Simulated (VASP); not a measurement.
# H4C19 in VASP: notebook

The runs below take H4C19 through single point, with PBEsol.

All numbers are computed with VASP 6.6.1; they aren't measurements. Logs are shortened: lines on timing, memory, paths and dates and some standing lists are left out, and cuts for length are marked.

**1. The cell of the first run**

The cell holds a slab with vacuum, 23 atoms: a = 7.398 Å, b = 7.398 Å, c = 12.000 Å, α = 90.00°, β = 90.00°, γ = 120.00°.

**2. Single point, PBEsol**

Input file INCAR:

```
PREC = Accurate ; ENCUT = 520
EDIFF = 1E-6 ; ISMEAR = -1
SIGMA = 0.05 ; LREAL = Auto
LASPH = True ; NELM = 60
ALGO = Normal ; ISIF = 2
LWAVE = False ; LCHARG = False
GGA = PS ; NBANDS = 57
```

Input file KPOINTS:

```
Automatic mesh
0
Gamma
  2 2 1
```

Input file POSCAR:

```
H4C19
1.0
    7.3980000000      0.0000000000      0.0000000000
   -3.6990000000      6.4068560000      0.0000000000
    0.0000000000      0.0000000000     12.0000000000
C H
19 4
Direct
   -0.0020722610     -0.0006560693      0.0570907201
    0.2206486673      0.1106366814      0.0570856958
   -0.0015041066      0.3327832955      0.0571201293
    0.2198291429      0.4434371976      0.0569631241
   -0.0019079957      0.6654211997      0.0571500264
    0.2204246655      0.7767160987      0.0571215551
    0.3318915162     -0.0005083607      0.0571327717
    0.5532750554      0.1101914793      0.0571322061
    0.3312688041      0.3319887068      0.0568892951
    0.5537460153      0.4431652383      0.0566499154
    0.3310097229      0.6659101387      0.0568030681
    0.5539701692      0.7774150308      0.0565759109
    0.6647581278     -0.0010810477      0.0569279756
    0.8871790326      0.1100556699      0.0570979615
    0.6645643001      0.3325350544      0.0570632197
    0.8873549737      0.4440092458      0.0571590742
    0.6652637487      0.6661291818      0.0564961179
    0.8867708229      0.7769130256      0.0568787053
    0.5366337780      0.6205488137      0.3451660077
    0.6787566696      0.6192519491      0.3200860266
    0.5473857534      0.7676143639      0.3184469501
    0.4002876330      0.4889341614      0.3055989792
    0.5201443646      0.6064743448      0.4361972641
```

Potentials or basis: VASP PAW PBE potentials, release 64 (C, H).

Run with:

```
> cat potpaw_PBE.64/C/POTCAR potpaw_PBE.64/H/POTCAR > POTCAR
> mpirun -np 1 vasp_std > vasp.out
```

OUTCAR:

```text
PREC = Accurate
   ENCUT = 520
   EDIFF = 1E-6
   ISMEAR = -1
   LREAL = Auto
   LASPH = True
   NELM = 60
   ISIF = 2
   GGA = PS

 ion  position               nearest neighbor table
   1  0.998  0.999  0.057-  14 1.42  18 1.43   2 1.43
   2  0.221  0.111  0.057-   9 1.42   7 1.42   1 1.43
   3  0.998  0.333  0.057-   4 1.42  16 1.42  14 1.43
   4  0.220  0.443  0.057-   3 1.42  11 1.43   9 1.43
   5  0.998  0.665  0.057-  16 1.42   6 1.42  18 1.43
   6  0.220  0.777  0.057-  11 1.42   5 1.42   7 1.43
[... 10 lines left out ...]
  17  0.665  0.666  0.056-  18 1.42  12 1.43  10 1.43
  18  0.887  0.777  0.057-  17 1.42   1 1.43   5 1.43
  19  0.537  0.621  0.345-  20 1.10  23 1.10  21 1.10  22 1.10
  20  0.679  0.619  0.320-  19 1.10
  21  0.547  0.768  0.318-  19 1.10
  22  0.400  0.489  0.306-  19 1.10
  23  0.520  0.606  0.436-  19 1.10

  LATTYP: Found a hexagonal cell.
 ALAT       =     7.3980000000
 C/A-ratio  =     1.6220600162

  Lattice vectors:

 A1 = (   7.3980000000,   0.0000000000,   0.0000000000)
 A2 = (  -3.6990000000,   6.4068560000,   0.0000000000)
 A3 = (   0.0000000000,   0.0000000000,  12.0000000000)

Analysis of symmetry for initial positions (statically):
=====================================================================
 Subroutine PRICEL returns:
 Original cell was already a primitive cell.

 Routine SETGRP: Setting up the symmetry group for a
 hexagonal supercell.

 Subroutine GETGRP returns: Found  1 space group operations
 (whereof  1 operations were pure point group operations)
 out of a pool of 24 trial point group operations.

The static configuration has the point symmetry C_1 .

Analysis of symmetry for dynamics (positions and initial velocities):
=====================================================================
 Subroutine PRICEL returns:
 Original cell was already a primitive cell.

 Routine SETGRP: Setting up the symmetry group for a
 hexagonal supercell.

 Subroutine GETGRP returns: Found  1 space group operations
 (whereof  1 operations were pure point group operations)
 out of a pool of 24 trial point group operations.

The dynamic configuration has the point symmetry C_1 .

 Subroutine INISYM returns: Found  1 space group operations
 (whereof  1 operations are pure point group operations),
 and found     1 'primitive' translations

----------------------------------------------------------------------------------------

                                     Primitive cell

  volume of cell :     568.7750

  direct lattice vectors                    reciprocal lattice vectors
     7.398000000  0.000000000  0.000000000     0.135171668  0.078041398  0.000000000
    -3.699000000  6.406856000  0.000000000     0.000000000  0.156082796  0.000000000
     0.000000000  0.000000000 12.000000000     0.000000000  0.000000000  0.083333333

  length of vectors
     7.398000000  7.398000054 12.000000000     0.156082797  0.156082796  0.083333333

  position of ions in fractional coordinates (direct lattice)
     0.997927739  0.999343931  0.057090720
     0.220648667  0.110636681  0.057085696
     0.998495893  0.332783296  0.057120129
     0.219829143  0.443437198  0.056963124
     0.998092004  0.665421200  0.057150026
     0.220424665  0.776716099  0.057121555
[... 15 lines left out ...]
     0.400287633  0.488934161  0.305598979
     0.520144365  0.606474345  0.436197264

  ion indices of the primitive-cell ions
   primitive index   ion index
                 1           1
                 2           2
                 3           3
                 4           4
                 5           5
                 6           6
[... 15 lines left out ...]
                22          22
                23          23

----------------------------------------------------------------------------------------

 KPOINTS: Automatic mesh

Automatic generation of k-mesh.
 Grid dimensions read from file:
 generate k-points for:    2    2    1

 Generating k-lattice:

  Cartesian coordinates                     Fractional coordinates (reciprocal lattice)
     0.067585834  0.039020699  0.000000000     0.500000000  0.000000000  0.000000000
     0.000000000  0.078041398  0.000000000     0.000000000  0.500000000  0.000000000
     0.000000000  0.000000000  0.083333333     0.000000000  0.000000000  1.000000000

  Length of vectors
     0.078041399  0.078041398  0.083333333

  Shift w.r.t. Gamma in fractional coordinates (k-lattice)
     0.000000000  0.000000000  0.000000000

 Subroutine IBZKPT returns following result:
 ===========================================

 Found      4 irreducible k-points:

 Following reciprocal coordinates:
            Coordinates               Weight
  0.000000  0.000000  0.000000      1.000000
  0.500000  0.000000  0.000000      1.000000
  0.000000  0.500000  0.000000      1.000000
  0.500000  0.500000  0.000000      1.000000
   k-points           NKPTS =      4   k-points in BZ     NKDIM =      4   number of bands    NBANDS=     57
   number of dos      NEDOS =    301   number of ions     NIONS =     23
   total plane-waves  NPLWV = 282240
   dimension x,y,z NGX =    56 NGY =   56 NGZ =   90
   dimension x,y,z NGXF=   112 NGYF=  112 NGZF=  180
   ions per type =              19   4
   NGX,Y,Z   is equivalent  to a cutoff of  12.58, 12.58, 12.47 a.u.
   NGXF,Y,Z  is equivalent  to a cutoff of  25.17, 25.17, 24.94 a.u.
 SYSTEM =  unknown system
   PREC   = accura    normal or accurate (medium, high low for compatibility)
   ISTART =      0    job   : 0-new  1-cont  2-samecut
   ICHARG =      2    charge: 1-file 2-atom 10-const
   ISPIN  =      1    spin polarized calculation?
   LNONCOLLINEAR =      F non collinear calculations
   LSORBIT =      F    spin-orbit coupling
   LASPH  =      T    aspherical Exc in radial PAW
   ENCUT  =  520.0 eV  38.22 Ry    6.18 a.u.  13.76 13.76 22.31*2*pi/ulx,y,z
   NELM   =     60;   NELMIN=  2; NELMDL= -5     # of ELM steps
   EDIFF  = 0.1E-05   stopping-criterion for ELM
   LREAL  =      T    real-space projection
   EDIFFG = 0.1E-04   stopping-criterion for IOM
   NSW    =      0    number of steps for IOM
   IBRION =     -1    ionic relax: 0-MD 1-quasi-New 2-CG
   NFREE  =      0    steps in history (QN), initial steepest desc. (CG)
   ISIF   =      2    stress and relaxation
   ISYM   =      2    0-nonsym 1-usesym 2-fastsym
   POTIM  = 0.5000    time-step for ionic-motion
   TEBEG  =    0.0;   TEEND  =   0.0 temperature during run
   PSTRESS=    0.0 pullay stress
   NELECT =      80.0000    total number of electrons
   NUPDOWN=      -1.0000    fix difference up-down
   EMIN   =  10.00;   EMAX   =-10.00  energy-range for DOS
   EFERMI =   0.00;   METHOD = LEGACY
   ISMEAR =    -1;   SIGMA  =   0.05  broadening in eV -4-tet -1-fermi 0-gaus
   EFERMI_NEDOS =   21; number of points for ismear=-14 and -15
   IALGO  =     38    algorithm
   IMIX   =      4    mixing-type and parameters
     AMIX     =   0.40;   BMIX     =  1.00
     AMIX_MAG =   1.60;   BMIX_MAG =  1.00
  volume/ion in A,a.u.               =      24.73       166.88
  Fermi-wavevector in a.u.,A,eV,Ry     =   0.851382  1.608879  9.862209  0.724852
  Thomas-Fermi vector in A             =   1.967507
   LORBIT       =      0    0 simple, 1 ext, 2 COOP (PROOUT), +10 PAW based schemes
   GGA     = PS    functional components
   LHFCALC =     F    Hartree Fock is set to
   AEXX    =    0.0000 exact exchange contribution
   IVDW    =     0    specifies the selected vdW correction
   LEPSILON=     F    determine dielectric tensor
   LRPA    =     F    only Hartree local field effects (RPA)
 non-spin polarized calculation
  energy-cutoff  :      520.00
  volume of cell :      568.78
 maximum number of plane-waves:     15363
 NGX is ok and might be reduce to    56
   NGX = 27   NGY = 27   NGZ = 45

 number of electron      80.0000001 magnetization

 Free energy of the ion-electron system (eV)
  ---------------------------------------------------
  ext. energy  EPLUGINS =         0.00000000
  ---------------------------------------------------
  free energy    TOTEN  =      -197.06844368 eV

  energy without entropy =     -197.00426608  energy(sigma->0) =     -197.03635488

 E-fermi :  -1.5969     XC(G=0):  -4.2669

 val. band max:       -1.6285657224   @ k =   0.0000   0.0000   0.0000
 cond. band min:      -1.5647246278   @ k =   0.0000   0.0000   0.0000
 fundamental gap:      0.0638410946
 Fermi energy:        -1.5968895488

 k-point     1 :       0.0000    0.0000    0.0000
  band No.  band energies     occupation
      1     -21.0794      2.00000
      2     -18.5153      2.00000
      3     -18.5077      2.00000
      4     -18.5006      2.00000
      5     -18.4945      2.00000
      6     -18.4743      2.00000
[... 44 lines left out ...]
     51       3.3313      0.00000
     52       4.5401      0.00000

 k-point     2 :       0.5000    0.0000    0.0000
  band No.  band energies     occupation
      1     -20.4289      2.00000
      2     -20.4203      2.00000
      3     -19.1438      2.00000
      4     -19.1177      2.00000
      5     -16.6525      2.00000
      6     -16.6494      2.00000
[... 44 lines left out ...]
     51       4.0152      0.00000
     52       4.2790      0.00000

 k-point     3 :       0.0000    0.5000    0.0000
  band No.  band energies     occupation
      1     -20.4290      2.00000
      2     -20.4202      2.00000
      3     -19.1438      2.00000
      4     -19.1177      2.00000
      5     -16.6524      2.00000
      6     -16.6497      2.00000
[... 44 lines left out ...]
     51       4.0181      0.00000
     52       4.2792      0.00000

 k-point     4 :       0.5000    0.5000    0.0000
  band No.  band energies     occupation
      1     -20.4284      2.00000
      2     -20.4207      2.00000
      3     -19.1441      2.00000
      4     -19.1175      2.00000
      5     -16.6521      2.00000
      6     -16.6503      2.00000
[... 44 lines left out ...]
     51       4.0385      0.00000
     52       4.2731      0.00000
 [bands above 52 left out]

------------------------ aborting loop because EDIFF is reached ----------------------------------------

  FORCE on cell =-STRESS in cart. coord.  units (eV):
  Direction    XX          YY          ZZ          XY          YZ          ZX
  --------------------------------------------------------------------------------------
  -------------------------------------------------------------------------------------
  Total       -2.1151473     -2.0980426     -0.0140609     -0.0167771     -0.0163811     -0.0073780
  in kB       -5.9581395     -5.9099575     -0.0396079     -0.0472592     -0.0461438     -0.0207830
  external PRESSURE =      -3.9692350 kB  Pullay stress =       0.0000000 kB

 VOLUME and BASIS-vectors are now :
 -----------------------------------------------------------------------------
  energy-cutoff  :      520.00
  volume of cell :      568.78
      direct lattice vectors                 reciprocal lattice vectors
     7.398000000  0.000000000  0.000000000     0.135171668  0.078041398  0.000000000
    -3.699000000  6.406856000  0.000000000     0.000000000  0.156082796  0.000000000
     0.000000000  0.000000000 12.000000000     0.000000000  0.000000000  0.083333333

 POSITION                                       TOTAL-FORCE (eV/Angst)
 -----------------------------------------------------------------------------------
      3.68610      6.40265      0.68509        -0.021191     -0.015926     -0.002838
      1.22311      0.70883      0.68503        -0.000964      0.014530      0.006256
      6.15591      2.13209      0.68544         0.014705      0.007847      0.005976
     -0.01398      2.84104      0.68356         0.022474      0.025408     -0.009976
      4.92249      4.26326      0.68580        -0.024562      0.006101     -0.008846
     -1.24237      4.97631      0.68546         0.032147     -0.025169     -0.008017
[... 15 lines left out ...]
      1.15276      3.13253      3.66719         0.006758      0.006479      0.014294
      1.60468      3.88559      5.23437        -0.009221     -0.009308      0.007726
 -----------------------------------------------------------------------------------
    total drift:                                0.006371     -0.010189      0.045107

  FREE ENERGIE OF THE ION-ELECTRON SYSTEM (eV)
  ---------------------------------------------------
  free  energy   TOTEN  =      -197.0684436770 eV

  energy  without entropy=     -197.0042660751  energy(sigma->0) =     -197.03635488
```

Run time: 4 min. Hardware: 1 thread of Intel Xeon Platinum 8259CL at 2.50GHz (Skylake/Cascade Lake), shared host; peak memory 0.58 GiB.

What came out:

```yaml
Free_energy: -197.0684 eV
Largest_force: 0.063 eV/Å
Band_gap_on_the_k_mesh: 0.06 eV, direct
```

Forces in eV/Å, atoms in the order of the input:
```
C   -0.021 -0.016 -0.003
C   -0.001  0.015  0.006
C    0.015  0.008  0.006
C    0.022  0.025 -0.010
C   -0.025  0.006 -0.009
C    0.032 -0.025 -0.008
C    0.000 -0.006  0.001
C    0.006 -0.003 -0.004
C    0.011  0.035 -0.005
C   -0.001  0.038  0.011
C    0.049  0.016  0.002
C    0.007 -0.021  0.002
C    0.010 -0.062  0.005
C    0.002 -0.024 -0.007
C   -0.034  0.027 -0.012
C   -0.009  0.005 -0.004
C   -0.021  0.003 -0.002
C   -0.046 -0.025  0.002
C   -0.007 -0.014  0.014
H    0.015  0.003 -0.006
H   -0.001  0.017 -0.002
H    0.007  0.006  0.014
H   -0.009 -0.009  0.008
```

Caveat: the k points lie up to 0.49 Å⁻¹ apart; the PAW data sets were made with another functional, which shifts forces and pressure a little.

(Part 1 of 2 ends here.)
